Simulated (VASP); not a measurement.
# Ti (P4/nmm) in VASP: notebook

Runs on Ti. Level: PBE. Tasks: single point.

All numbers are computed with VASP 6.6.1; they aren't measurements. Logs are shortened: lines on timing, memory, paths and dates and some standing lists are left out, and cuts for length are marked.

### Step 1. The cell of the first run

Symmetry: P4/nmm, No. 129, tetragonal system. The conventional cell has a = 3.255 Å, b = 3.255 Å, c = 3.255 Å, α = 90.00°, β = 90.00°, γ = 90.00°. Within 3.4 Å of Ti (site symmetry 4mm) lie 14 Ti at 2.62 to 3.26 Å.

### Step 2. Single point, PBE (mode 4 frozen in at -0.193 Å and mode 5 at +0.000 Å (largest displacements))

Contents of INCAR:

```
  PREC = Accurate
  ENCUT = 520
  EDIFF = 1E-6
  ISMEAR = 0
  SIGMA = 0.15
  LREAL = False
  LASPH = True
  NELM = 80
  ALGO = Fast
  ISIF = 2
  LWAVE = False
  LCHARG = False
  GGA = PE
  NBANDS = 19
```

Contents of KPOINTS:

```
regular mesh
0
Gamma
  14 14 14
```

Contents of POSCAR:

```
Ti
1.0
    0.0000000000     -3.2552372153      0.0000000000
   -3.2552372153      0.0000000000      0.0000000000
    0.0000000000      0.0000000000     -3.2552372153
Ti
2
Direct
    0.5000000000      0.5592890740      0.5000000000
    0.0000000000     -0.0592890740      0.0000000000
```

Potentials or basis: VASP PAW PBE potentials, release 64 (Ti_sv).

On the command line:

```
> cat potpaw_PBE.64/Ti_sv/POTCAR > POTCAR
> mpirun -np 1 vasp_std > vasp.out
```

OUTCAR:

```text
PREC = Accurate
   ENCUT = 520
   EDIFF = 1E-6
   ISMEAR = 0
   LREAL = False
   LASPH = True
   NELM = 80
   ISIF = 2
   GGA = PE

 ion  position               nearest neighbor table
   1  0.500  0.559  0.500-   2 2.62   2 2.62   2 2.62   2 2.62
   2  0.000  0.941  0.000-   1 2.62   1 2.62   1 2.62   1 2.62

  LATTYP: Found a simple cubic cell.
 ALAT       =     3.2552372153

  Lattice vectors:

 A1 = (   0.0000000000,  -3.2552372153,   0.0000000000)
 A2 = (  -3.2552372153,   0.0000000000,   0.0000000000)
 A3 = (   0.0000000000,   0.0000000000,  -3.2552372153)

Analysis of symmetry for initial positions (statically):
=====================================================================
 Subroutine PRICEL returns:
 Original cell was already a primitive cell.

 Routine SETGRP: Setting up the symmetry group for a
 simple cubic supercell.

 Subroutine GETGRP returns: Found 16 space group operations
 (whereof  8 operations were pure point group operations)
 out of a pool of 48 trial point group operations.

The static configuration has the point symmetry C_4v.
 The point group associated with its full space group is D_4h.

Analysis of symmetry for dynamics (positions and initial velocities):
=====================================================================
 Subroutine PRICEL returns:
 Original cell was already a primitive cell.

 Routine SETGRP: Setting up the symmetry group for a
 simple cubic supercell.

 Subroutine GETGRP returns: Found 16 space group operations
 (whereof  8 operations were pure point group operations)
 out of a pool of 48 trial point group operations.

The dynamic configuration has the point symmetry C_4v.
 The point group associated with its full space group is D_4h.

 Subroutine INISYM returns: Found 16 space group operations
 (whereof  8 operations are pure point group operations),
 and found     1 'primitive' translations

----------------------------------------------------------------------------------------

                                     Primitive cell

  volume of cell :      34.4943

  direct lattice vectors                    reciprocal lattice vectors
     0.000000000 -3.255237215  0.000000000     0.000000000 -0.307197274  0.000000000
    -3.255237215  0.000000000  0.000000000    -0.307197274  0.000000000  0.000000000
     0.000000000  0.000000000 -3.255237215     0.000000000  0.000000000 -0.307197274

  length of vectors
     3.255237215  3.255237215  3.255237215     0.307197274  0.307197274  0.307197274

  position of ions in fractional coordinates (direct lattice)
     0.500000000  0.559289074  0.500000000
     0.000000000  0.940710926  0.000000000

  ion indices of the primitive-cell ions
   primitive index   ion index
                 1           1
                 2           2

----------------------------------------------------------------------------------------

 KPOINTS: regular mesh

Automatic generation of k-mesh.
 Grid dimensions read from file:
 generate k-points for:   14   14   14

 Generating k-lattice:

  Cartesian coordinates                     Fractional coordinates (reciprocal lattice)
     0.000000000 -0.021942662  0.000000000     0.071428571  0.000000000  0.000000000
    -0.021942662  0.000000000  0.000000000     0.000000000  0.071428571  0.000000000
     0.000000000  0.000000000 -0.021942662     0.000000000  0.000000000  0.071428571

  Length of vectors
     0.021942662  0.021942662  0.021942662

  Shift w.r.t. Gamma in fractional coordinates (k-lattice)
     0.000000000  0.000000000  0.000000000

 Subroutine IBZKPT returns following result:
 ===========================================

 Found    288 irreducible k-points:

 Following reciprocal coordinates:
            Coordinates               Weight
  0.000000  0.000000  0.000000      1.000000
  0.071429  0.000000  0.000000      4.000000
  0.000000  0.071429  0.000000      2.000000
  0.142857  0.000000  0.000000      4.000000
  0.000000  0.142857  0.000000      2.000000
  0.214286  0.000000  0.000000      4.000000
[... 16 lines left out ...]
  0.071429  0.000000  0.214286      8.000000
  0.285714  0.071429  0.000000      8.000000
 [... further k-points ...]
   k-points           NKPTS =    288   k-points in BZ     NKDIM =    288   number of bands    NBANDS=     19
   number of dos      NEDOS =    301   number of ions     NIONS =      2
   total plane-waves  NPLWV =  13824
   dimension x,y,z NGX =    24 NGY =   24 NGZ =   24
   dimension x,y,z NGXF=    48 NGYF=   48 NGZF=   48
   ions per type =               2
   NGX,Y,Z   is equivalent  to a cutoff of  12.26, 12.26, 12.26 a.u.
   NGXF,Y,Z  is equivalent  to a cutoff of  24.51, 24.51, 24.51 a.u.
 SYSTEM =  unknown system
   PREC   = accura    normal or accurate (medium, high low for compatibility)
   ISTART =      0    job   : 0-new  1-cont  2-samecut
   ICHARG =      2    charge: 1-file 2-atom 10-const
   ISPIN  =      1    spin polarized calculation?
[... 37 lines left out ...]
 RMM-DIIS sequential band-by-band and
 Gauss-broadening in eV      SIGMA  =   0.15
  energy-cutoff  :      520.00
  volume of cell :       34.49
 maximum number of plane-waves:       952
   NGX = 13   NGY = 13   NGZ = 13

 number of electron      24.0000011 magnetization

 Free energy of the ion-electron system (eV)
  ---------------------------------------------------
  ext. energy  EPLUGINS =         0.00000000
  ---------------------------------------------------
  free energy    TOTEN  =       -15.13168779 eV

  energy without entropy =      -15.08005119  energy(sigma->0) =      -15.10586949

 E-fermi :   8.1191     XC(G=0): -11.4864

 val. band max:        8.1190632566   @ k =   0.3571   0.2857   0.0000
 cond. band min:       8.1196023797   @ k =   0.5000   0.5000   0.3571
 fundamental gap:      0.0005391230
 Fermi energy:         8.1190824551

 k-point     1 :       0.0000    0.0000    0.0000
  band No.  band energies     occupation
      1     -48.3638      2.00000
      2     -48.0561      2.00000
      3     -24.7397      2.00000
      4     -24.7397      2.00000
      5     -24.6198      2.00000
      6     -24.2326      2.00000
[... 11 lines left out ...]
     18      11.7306      0.00000
     19      12.4422      0.00000

 k-point     2 :       0.0714    0.0000    0.0000
  band No.  band energies     occupation
      1     -48.3595      2.00000
      2     -48.0594      2.00000
      3     -24.7422      2.00000
      4     -24.7315      2.00000
      5     -24.6186      2.00000
      6     -24.2328      2.00000
[... 11 lines left out ...]
     18      11.7825      0.00000
     19      12.2784      0.00000

 k-point     3 :       0.0000    0.0714    0.0000
  band No.  band energies     occupation
      1     -48.3615      2.00000
      2     -48.0574      2.00000
      3     -24.7355      2.00000
      4     -24.7355      2.00000
      5     -24.6213      2.00000
      6     -24.2439      2.00000
[... 11 lines left out ...]
     18      11.5901      0.00000
     19      12.4103      0.00000

 k-point     4 :       0.1429    0.0000    0.0000
  band No.  band energies     occupation
      1     -48.3469      2.00000
      2     -48.0695      2.00000
      3     -24.7482      2.00000
      4     -24.7072      2.00000
      5     -24.6163      2.00000
      6     -24.2336      2.00000
[... 11 lines left out ...]
     18      11.8178      0.00000
     19      11.8975      0.00000

 k-point     5 :       0.0000    0.1429    0.0000
  band No.  band energies     occupation
      1     -48.3548      2.00000
      2     -48.0614      2.00000
      3     -24.7234      2.00000
      4     -24.7234      2.00000
      5     -24.6249      2.00000
      6     -24.2760      2.00000
[... 11 lines left out ...]
     18      11.2408      0.00000
     19      12.3187      0.00000
[... 334 lines left out ...]
      2     -48.0869      2.00000
      3     -24.7600      2.00000
      4     -24.6647      2.00000
      5     -24.6130      2.00000
      6     -24.2582      2.00000
[... 11 lines left out ...]
     18      11.6208      0.00000
     19      11.9531      0.00000

 k-point    22 :       0.0000    0.2143    0.0714
  band No.  band energies     occupation
      1     -48.3409      2.00000
      2     -48.0705      2.00000
      3     -24.7247      2.00000
      4     -24.6977      2.00000
      5     -24.6152      2.00000
      6     -24.3282      2.00000
[... 11 lines left out ...]
     18      11.0150      0.00000
     19      12.2316      0.00000

 k-point    23 :       0.0714    0.0000    0.2143
  band No.  band energies     occupation
      1     -48.3233      2.00000
      2     -48.0885      2.00000
      3     -24.7720      2.00000
      4     -24.6484      2.00000
      5     -24.6173      2.00000
      6     -24.2344      2.00000
[... 11 lines left out ...]
     18      11.5275      0.00000
     19      11.8617      0.00000

 k-point    24 :       0.2857    0.0714    0.0000
  band No.  band energies     occupation
      1     -48.2987      2.00000
      2     -48.1089      2.00000
      3     -24.7643      2.00000
      4     -24.6217      2.00000
      5     -24.6136      2.00000
      6     -24.2686      2.00000
[... 11 lines left out ...]
     18      11.4204      0.00000
     19      11.8140      0.00000

 [... further k-points ...]
[... 5 lines left out ...]
  --------------------------------------------------------------------------------------
  -------------------------------------------------------------------------------------
  Total       -0.1771315      1.0379922      1.0379922      0.0000000     -0.0000000      0.0000000
  in kB       -8.2273206     48.2121773     48.2121773      0.0000000     -0.0000000      0.0000000
  external PRESSURE =      29.3990113 kB  Pullay stress =       0.0000000 kB

 VOLUME and BASIS-vectors are now :
 -----------------------------------------------------------------------------
  energy-cutoff  :      520.00
  volume of cell :       34.49
      direct lattice vectors                 reciprocal lattice vectors
     0.000000000 -3.255237215  0.000000000     0.000000000 -0.307197274  0.000000000
    -3.255237215  0.000000000  0.000000000    -0.307197274  0.000000000  0.000000000
     0.000000000  0.000000000 -3.255237215     0.000000000  0.000000000 -0.307197274

 POSITION                                       TOTAL-FORCE (eV/Angst)
 -----------------------------------------------------------------------------------
     -1.82062     -1.62762     -1.62762         1.769264     -0.000000      0.000000
     -3.06224      0.00000      0.00000        -1.769264      0.000000     -0.000000
 -----------------------------------------------------------------------------------
    total drift:                               -0.000000     -0.000000      0.000000

  FREE ENERGIE OF THE ION-ELECTRON SYSTEM (eV)
  ---------------------------------------------------
  free  energy   TOTEN  =       -15.1316877865 eV

  energy  without entropy=      -15.0800511936  energy(sigma->0) =      -15.10586949
```

Wall time 3.6 min (1 thread of Intel Xeon Platinum 8259CL at 2.50GHz (Skylake/Cascade Lake), shared host); peak memory 0.26 GiB.

What came out:

- Free energy: -15.1317 eV
- Pressure: 2.9 GPa
- Largest force: 1.769 eV/Å
- Band gap on the k mesh: zero (band 12 reaches 9.33 eV, above the bottom of band 13 at 7.65 eV)

Forces in eV/Å, atoms in the order of the input:
```
Ti   1.769  0.000  0.000
Ti  -1.769  0.000  0.000
```

Levels at points of the mesh, in eV from the Fermi level:
```tsv
k point	band 10	band 11	band 12	band 13	band 14	band 15
(0.00, 0.00, 0.00)	-2.33	-1.81	0.65	1.30	1.30	1.99
(0.50, 0.00, 0.00)	-2.55	-0.60	-0.60	0.79	0.79	2.30
(0.00, 0.50, 0.00)	-2.46	-1.15	1.21	1.21	1.24	1.41
(0.50, 0.50, 0.00)	-2.46	-0.43	-0.43	1.02	1.02	3.06
(0.50, 0.00, 0.50)	-2.24	0.04	0.04	1.26	1.26	2.40
(0.50, 0.50, 0.50)	-0.90	-0.49	-0.49	-0.06	-0.06	3.17
```

Caveat: the cell differs from its parent crystal (mode 4 frozen in at -0.193 Å and mode 5 at +0.000 Å (largest displacements)); forces of over 1 eV/Å act on the atoms, so gaps and moduli don't describe the material at rest.

### Step 3. Single point, PBE (mode 4 frozen in at -0.116 Å and mode 5 at +0.000 Å (largest displacements))

Contents of INCAR:

```
SYSTEM = Ti
PREC = Accurate
ENCUT = 520
EDIFF = 1E-6
ISMEAR = 0
SIGMA = 0.15
LREAL = .False.
LASPH = .True.
NELM = 60
ALGO = Fast
ISIF = 2
LWAVE = .False.
LCHARG = .False.
GGA = PE
NBANDS = 19
```

Contents of KPOINTS:

```
regular mesh
0
Gamma
  14 14 14
  0 0 0
```

Contents of POSCAR:

```
Ti
1.0
    0.0000000000     -3.2552372153      0.0000000000
   -3.2552372153      0.0000000000      0.0000000000
    0.0000000000      0.0000000000     -3.2552372153
Ti
2
Direct
    0.5000000000      0.5355734444      0.5000000000
    0.0000000000     -0.0355734444      0.0000000000
```

Potentials or basis: VASP PAW PBE potentials, release 64 (Ti_sv).

On the command line:

```
> cat potpaw_PBE.64/Ti_sv/POTCAR > POTCAR
> mpirun -np 1 vasp_std > vasp.out
```

Run time: 3.7 min. Hardware: 1 thread of Intel Xeon Platinum 8259CL at 2.50GHz (Skylake/Cascade Lake), shared host; peak memory 0.26 GiB.

The run converged. Its results:

```
Free energy            : -15.3559 eV
Pressure               : 1.2 GPa
Largest force          : 1.082 eV/Å
Band gap on the k mesh : zero (band 12 reaches 9.21 eV, above the bottom of band 13 at 7.69 eV)
```

Forces in eV/Å, atoms in the order of the input:
```
Ti   1.082  0.000  0.000
Ti  -1.082  0.000  0.000
```

Stress tensor (GPa, compression positive):
```
0.45 0.00 0.00
0.00 1.53 0.00
0.00 0.00 1.53
```

Levels at points of the mesh, in eV from the Fermi level:
```csv
k point,band 8,band 9,band 10,band 11,band 12,band 13,band 14,band 15,band 16,band 17
"(0.00, 0.00, 0.00)",-32.30,-5.93,-2.19,-2.01,0.88,1.11,1.11,2.46,2.90,3.84
"(0.50, 0.00, 0.00)",-32.49,-2.60,-2.60,-0.27,-0.27,1.06,1.06,1.77,1.77,2.70
"(0.00, 0.50, 0.00)",-32.43,-2.64,-2.56,-0.68,0.83,1.27,1.27,1.40,1.40,1.71
"(0.50, 0.50, 0.00)",-32.33,-2.46,-2.46,-0.41,-0.41,1.10,1.10,2.96,2.96,3.14
"(0.50, 0.00, 0.50)",-32.30,-2.38,-2.38,-0.23,-0.23,1.20,1.20,2.64,2.64,3.13
"(0.50, 0.50, 0.50)",-32.49,-0.79,-0.79,-0.56,-0.56,-0.33,-0.33,3.18,3.18,3.19
```

Caveat: the cell differs from its parent crystal (mode 4 frozen in at -0.116 Å and mode 5 at +0.000 Å (largest displacements)); forces of over 1 eV/Å act on the atoms, so gaps and moduli don't describe the material at rest.

### Step 4. Single point, PBE (mode 4 frozen in at -0.077 Å and mode 5 at +0.000 Å (largest displacements))

Contents of INCAR:

```
PREC = Accurate ; ENCUT = 520
EDIFF = 1E-6 ; ISMEAR = 0
SIGMA = 0.15 ; LREAL = F
LASPH = T ; NELM = 100
ALGO = Fast ; ISIF = 2
LWAVE = F ; LCHARG = F
GGA = PE ; NBANDS = 19
```

Contents of KPOINTS:

```
regular mesh
0
Gamma
  14 14 14
```

Contents of POSCAR:

```
Ti
1.0
    0.0000000000     -3.2552372153      0.0000000000
   -3.2552372153      0.0000000000      0.0000000000
    0.0000000000      0.0000000000     -3.2552372153
Ti
2
Direct
    0.5000000000      0.5237156296      0.5000000000
    0.0000000000     -0.0237156296      0.0000000000
```

On the command line:

```
> cat potpaw_PBE.64/Ti_sv/POTCAR > POTCAR
> mpirun -np 1 vasp_std > vasp.out
```

It took 3.6 min on 1 thread of Intel Xeon Platinum 8259CL at 2.50GHz (Skylake/Cascade Lake), shared host; peak memory 0.26 GiB.

The run converged. Its results:

- Free energy: -15.4241 eV
- Pressure: 0.4 GPa
- Largest force: 0.686 eV/Å
- Band gap on the k mesh: zero (band 12 reaches 9.18 eV, above the bottom of band 13 at 7.65 eV)

Forces on the atoms (eV/Å):
```
Ti   0.686  0.000  0.000
Ti  -0.686  0.000  0.000
```

Stress tensor (GPa, compression positive):
```
0.16 0.00 0.00
0.00 0.57 0.00
0.00 0.00 0.57
```

Levels at points of the mesh, in eV from the Fermi level:
```tsv
k point	band 9	band 10	band 11	band 12	band 13	band 14	band 15	band 16
(0.00, 0.00, 0.00)	-5.95	-2.16	-2.07	0.94	1.05	1.05	2.63	2.83
(0.50, 0.00, 0.00)	-2.62	-2.62	-0.13	-0.13	1.17	1.17	1.53	1.53
(0.00, 0.50, 0.00)	-2.65	-2.60	-0.45	0.56	1.28	1.28	1.35	1.35
(0.50, 0.50, 0.00)	-2.46	-2.46	-0.40	-0.40	1.13	1.13	2.85	2.85
(0.50, 0.00, 0.50)	-2.43	-2.43	-0.33	-0.33	1.18	1.18	2.70	2.70
(0.50, 0.50, 0.50)	-0.73	-0.73	-0.59	-0.59	-0.44	-0.44	3.17	3.17
```

Caveat: the cell differs from its parent crystal (mode 4 frozen in at -0.077 Å and mode 5 at +0.000 Å (largest displacements)).

### Step 5. Single point, PBE (mode 4 frozen in at -0.154 Å and mode 5 at +0.000 Å (largest displacements))

Contents of INCAR:

```
SYSTEM = Ti
PREC = Accurate
ENCUT = 520
EDIFF = 1E-6
ISMEAR = 0
SIGMA = 0.15
LREAL = .FALSE.
LASPH = .TRUE.
NELM = 100
ALGO = Fast
ISIF = 2
LWAVE = .FALSE.
LCHARG = .FALSE.
GGA = PE
NBANDS = 19
```

Contents of KPOINTS:

```
Automatic mesh
0
G
  14 14 14
  0 0 0
```

Contents of POSCAR:

```
Ti
1.0
    0.0000000000     -3.2552372153      0.0000000000
   -3.2552372153      0.0000000000      0.0000000000
    0.0000000000      0.0000000000     -3.2552372153
Ti
2
Direct
    0.5000000000      0.5474312592      0.5000000000
    0.0000000000     -0.0474312592      0.0000000000
```

On the command line:

```
> cat potpaw_PBE.64/Ti_sv/POTCAR > POTCAR
> mpirun -np 1 vasp_std > vasp.out
```

Wall time 4.2 min (1 thread of Intel Xeon Platinum 8259CL at 2.50GHz (Skylake/Cascade Lake), shared host); peak memory 0.26 GiB.

It converged, with:

* Free energy: -15.2573 eV
* Pressure: 1.8 GPa
* Largest force: 1.465 eV/Å
* Band gap on the k mesh: zero (band 12 reaches 9.30 eV, above the bottom of band 13 at 7.70 eV)

Forces in eV/Å, atoms in the order of the input:
```
Ti   1.465  0.000  0.000
Ti  -1.465  0.000  0.000
```

Stress tensor (GPa, compression positive):
```
0.05 0.00 0.00
0.00 2.72 0.00
0.00 0.00 2.72
```

Levels at points of the mesh, in eV from the Fermi level:
```
           k point  band 9  band 10  band 11  band 12  band 13  band 14  band 15  band 16
(0.00, 0.00, 0.00)   -5.90    -2.25    -1.92     0.78     1.20     1.20     2.25     3.00
(0.50, 0.00, 0.00)   -2.57    -2.57    -0.43    -0.43     0.93     0.93     2.03     2.03
(0.00, 0.50, 0.00)   -2.64    -2.51    -0.91     1.12     1.25     1.25     1.46     1.46
(0.50, 0.50, 0.00)   -2.45    -2.45    -0.41    -0.41     1.07     1.07     3.04     3.04
(0.50, 0.00, 0.50)   -2.31    -2.31    -0.11    -0.11     1.23     1.23     2.54     2.54
(0.50, 0.50, 0.50)   -0.84    -0.84    -0.52    -0.52    -0.20    -0.20     3.18     3.18
```

Caveat: the cell differs from its parent crystal (mode 4 frozen in at -0.154 Å and mode 5 at +0.000 Å (largest displacements)); forces of over 1 eV/Å act on the atoms, so gaps and moduli don't describe the material at rest.
